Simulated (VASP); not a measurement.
# Ti4C in VASP: a series of runs, part 2 of 2

VASP 6.6.1. The steps go on from the part before.

## Step 4: Single point, PBE

Input file INCAR:

```
PREC     = Accurate       # precision mode
ENCUT    = 520            # plane-wave cutoff, eV
EDIFF    = 1E-6           # SCF threshold, eV
ISMEAR   = 0              # smearing method
SIGMA    = 0.1            # smearing width, eV
LREAL    = False          # projectors in reciprocal space
LASPH    = True           # aspherical terms in the spheres
NELM     = 80             # most SCF steps
ALGO     = Normal         # electronic algorithm
ISIF     = 2              # what is computed and relaxed
LWAVE    = False          # write WAVECAR
LCHARG   = False          # write CHGCAR
LDIPOL   = True         
IDIPOL   = 3            
DIPOL    = 0.5 0.5 0.330
GGA      = PE             # functional
NBANDS   = 34             # bands
```

Input file KPOINTS:

```
Automatic mesh
0
Gamma
  9 7 1
```

Input file POSCAR:

```
Ti4C
1.0
    2.9076478547      0.0000000000      0.0000000000
    0.0000000000      4.1120350307      0.0000000000
    0.0000000000      0.0000000000     19.6538060989
Ti C
4 1
Direct
    0.5000000000      0.5000000000      0.2035229197
    0.0000000000      0.0000000000      0.2774945423
    0.5000000000      0.5000000000      0.3439527020
    0.0000000000      0.0000000000      0.4148716059
    0.0000000000      0.4000000000      0.4104209869
```

Potentials or basis: VASP PAW PBE potentials, release 64 (Ti_sv, C).

On the command line:

```sh
$ cat potpaw_PBE.64/Ti_sv/POTCAR potpaw_PBE.64/C/POTCAR > POTCAR
$ mpirun -np 1 vasp_std > vasp.out
```

OUTCAR:

```text
PREC = Accurate
   ENCUT = 520
   EDIFF = 1E-6
   ISMEAR = 0
   LREAL = False
   LASPH = True
   NELM = 80
   ISIF = 2
   GGA = PE

 ion  position               nearest neighbor table
   1  0.500  0.500  0.204-   3 2.76   2 2.91   2 2.91   2 2.91   2 2.91
   2  0.000  0.000  0.277-   4 2.70   3 2.84   3 2.84   3 2.84   3 2.84   1 2.91   1 2.91   1 2.91
                             1 2.91
   3  0.500  0.500  0.344-   5 2.00   5 2.00   1 2.76   2 2.84   2 2.84   2 2.84   2 2.84   4 2.88
                             4 2.88   4 2.88   4 2.88
   4  0.000  0.000  0.415-   5 1.65   5 2.47   2 2.70   3 2.88   3 2.88   3 2.88   3 2.88
   5  0.000  0.400  0.410-   4 1.65   3 2.00   3 2.00   4 2.47

  LATTYP: Found a simple orthorhombic cell.
 ALAT       =     2.9076478547
 B/A-ratio  =     1.4142135624
 C/A-ratio  =     6.7593488211

  Lattice vectors:

 A1 = (   2.9076478547,   0.0000000000,   0.0000000000)
 A2 = (   0.0000000000,   4.1120350307,   0.0000000000)
 A3 = (   0.0000000000,   0.0000000000,  19.6538060989)

Analysis of symmetry for initial positions (statically):
=====================================================================
 Subroutine PRICEL returns:
 Original cell was already a primitive cell.

 Routine SETGRP: Setting up the symmetry group for a
 simple orthorhombic supercell.

 Subroutine GETGRP returns: Found  2 space group operations
 (whereof  2 operations were pure point group operations)
 out of a pool of  8 trial point group operations.

The static configuration has the point symmetry C_1h.

Analysis of symmetry for dynamics (positions and initial velocities):
=====================================================================
 Subroutine PRICEL returns:
 Original cell was already a primitive cell.

 Routine SETGRP: Setting up the symmetry group for a
 simple orthorhombic supercell.

 Subroutine GETGRP returns: Found  2 space group operations
 (whereof  2 operations were pure point group operations)
 out of a pool of  8 trial point group operations.

The dynamic configuration has the point symmetry C_1h.

[... 128 lines left out ...]
   LEPSILON=     F    determine dielectric tensor
   LRPA    =     F    only Hartree local field effects (RPA)
 non-spin polarized calculation
 Gauss-broadening in eV      SIGMA  =   0.10
  energy-cutoff  :      520.00
  volume of cell :      234.99
 maximum number of plane-waves:      6369
 NGX is ok and might be reduce to    24
   NGX = 11   NGY = 15   NGZ = 73

 dipolmoment           0.000000      0.000000      0.000355 electrons x Angstroem

 number of electron      52.0000015 magnetization

 dipolmoment           0.000000      0.000000     -0.014496 electrons x Angstroem

 Free energy of the ion-electron system (eV)
  ---------------------------------------------------
  ext. energy  EPLUGINS =         0.00000000
  ---------------------------------------------------
  free energy    TOTEN  =       -36.14385164 eV

  energy without entropy =      -36.11047610  energy(sigma->0) =      -36.12716387

 E-fermi :   0.5031     XC(G=0):  -4.6032

 val. band max:        0.4886610870   @ k =   0.3333   0.0000   0.0000
 cond. band min:       0.5120876766   @ k =   0.2222   0.2857   0.0000
 fundamental gap:      0.0234265896
 Fermi energy:         0.5030803140

 k-point     1 :       0.0000    0.0000    0.0000
  band No.  band energies     occupation
      1     -56.4439      2.00000
      2     -56.1129      2.00000
      3     -55.8668      2.00000
      4     -55.7021      2.00000
      5     -32.8400      2.00000
      6     -32.7723      2.00000
[... 729 lines left out ...]
     33       2.3379      0.00000
     34       2.6365      0.00000

------------------------ aborting loop because EDIFF is reached ----------------------------------------

 vacuum level on the upper side and lower side of the slab       (xc-potential included)        -0.222        -0.075

  FORCE on cell =-STRESS in cart. coord.  units (eV):
  Direction    XX          YY          ZZ          XY          YZ          ZX
  --------------------------------------------------------------------------------------
  -------------------------------------------------------------------------------------
  Total        6.6155205     10.4651316      2.9335576      0.0000000     -1.4330375      0.0000000
  in kB       45.1054813     71.3526319     20.0013782      0.0000000     -9.7706365      0.0000000
  external PRESSURE =      45.4864972 kB  Pullay stress =       0.0000000 kB

 VOLUME and BASIS-vectors are now :
 -----------------------------------------------------------------------------
  energy-cutoff  :      520.00
  volume of cell :      234.99
      direct lattice vectors                 reciprocal lattice vectors
     2.907647855  0.000000000  0.000000000     0.343920602  0.000000000  0.000000000
     0.000000000  4.112035031  0.000000000     0.000000000  0.243188590  0.000000000
     0.000000000  0.000000000 19.653806099     0.000000000  0.000000000  0.050880730

 POSITION                                       TOTAL-FORCE (eV/Angst)
 -----------------------------------------------------------------------------------
      1.45382      2.05602      4.00000         0.000000      0.108156      0.416827
      0.00000      0.00000      5.45382         0.000000     -0.218513     -1.711740
      1.45382      2.05602      6.75998         0.000000      0.680585     -0.050238
      0.00000      0.00000      8.15381         0.000000     -7.716032      1.357612
      0.00000      1.64481      8.06633         0.000000      7.145804     -0.012461
 -----------------------------------------------------------------------------------
    total drift:                                0.000000     -0.000098      0.000774

  FREE ENERGIE OF THE ION-ELECTRON SYSTEM (eV)
  ---------------------------------------------------
  free  energy   TOTEN  =       -36.1438516404 eV

  energy  without entropy=      -36.1104760998  energy(sigma->0) =      -36.12716387

 vacuum level on the upper side and lower side of the slab         3.481         3.642
```

OSZICAR:

```text
N       E                     dE             d eps       ncg     rms          rms(c)
DAV:   1     0.610953751683E+03    0.61095E+03   -0.28203E+04  1624   0.148E+03
DAV:   2     0.424783506470E+02   -0.56848E+03   -0.55618E+03  1474   0.466E+02
DAV:   3    -0.353912816255E+02   -0.77870E+02   -0.76391E+02  2264   0.152E+02
[... 22 lines left out ...]
DAV:  26    -0.361438331591E+02   -0.33942E-04   -0.43904E-06  1254   0.916E-03    0.134E-03
DAV:  27    -0.361438469284E+02   -0.13769E-04   -0.19001E-06  1164   0.549E-03    0.876E-04
DAV:  28    -0.361438491544E+02   -0.22261E-05   -0.25417E-07  1000   0.273E-03    0.108E-03
DAV:  29    -0.361438511396E+02   -0.19852E-05   -0.33633E-07   988   0.226E-03    0.862E-04
DAV:  30    -0.361438516404E+02   -0.50085E-06   -0.10410E-07   932   0.167E-03
   1 F= -.36143852E+02 E0= -.36127164E+02  d E =-.333755E-01
```

Wall time 4.3 min (1 thread of Intel Xeon 6975P-C (Granite Rapids), shared host); peak memory 0.38 GiB.

Results:

- Free energy: -36.1439 eV
- Largest force: 7.835 eV/Å
- Band gap on the k mesh: zero (band 26 reaches 0.63 eV, above the bottom of band 27 at 0.46 eV)

Forces in eV/Å, atoms in the order of the input:
```
Ti   0.000  0.108  0.417
Ti   0.000 -0.219 -1.712
Ti   0.000  0.681 -0.050
Ti   0.000 -7.716  1.358
C    0.000  7.146 -0.012
```

## Step 5: Single point, PBE

Input file INCAR:

```
SYSTEM = Ti4C
  PREC = Accurate
  ENCUT = 520
  EDIFF = 1E-7
  ISMEAR = 0
  SIGMA = 0.1
  LREAL = .FALSE.
  LASPH = .TRUE.
  NELM = 60
  ALGO = Normal
  ISIF = 2
  LWAVE = .FALSE.
  LCHARG = .FALSE.
  LDIPOL = .TRUE.
  IDIPOL = 3
  DIPOL = 0.5 0.5 0.349
  GGA = PE
  NBANDS = 34
```

Input file KPOINTS:

```
Automatic mesh
0
G
  9 7 1
  0 0 0
```

POSCAR: that of step 4 with these lines changed.

```diff
@@ -12,2 +12,2 @@
     0.0000000000      0.0000000000      0.4148716059
-    0.0000000000      0.4000000000      0.4104209869
+    0.0000000000      0.1000000000      0.5073232925
```

On the command line:

```sh
$ cat potpaw_PBE.64/Ti_sv/POTCAR potpaw_PBE.64/C/POTCAR > POTCAR
$ mpirun -np 1 vasp_std > vasp.out
```

Wall time 4.4 min (1 thread of Intel Xeon 6975P-C (Granite Rapids), shared host); peak memory 0.39 GiB.

Results (log left out):

* Free energy: -32.9092 eV
* Largest force: 0.550 eV/Å
* Band gap on the k mesh: zero (band 26 reaches -0.21 eV, above the bottom of band 27 at -0.82 eV)

Forces on the atoms (eV/Å):
```
Ti   0.000 -0.086  0.464
Ti   0.000  0.158 -0.306
Ti   0.000 -0.133 -0.282
Ti   0.000 -0.487  0.076
C    0.000  0.548  0.049
```

Levels at points of the mesh, in eV from the Fermi level:
```csv
k point,band 23,band 24,band 25,band 26,band 27,band 28,band 29,band 30
"(0.00, 0.00, 0.00)",-0.78,-0.61,-0.16,-0.07,0.29,0.48,0.73,0.91
```
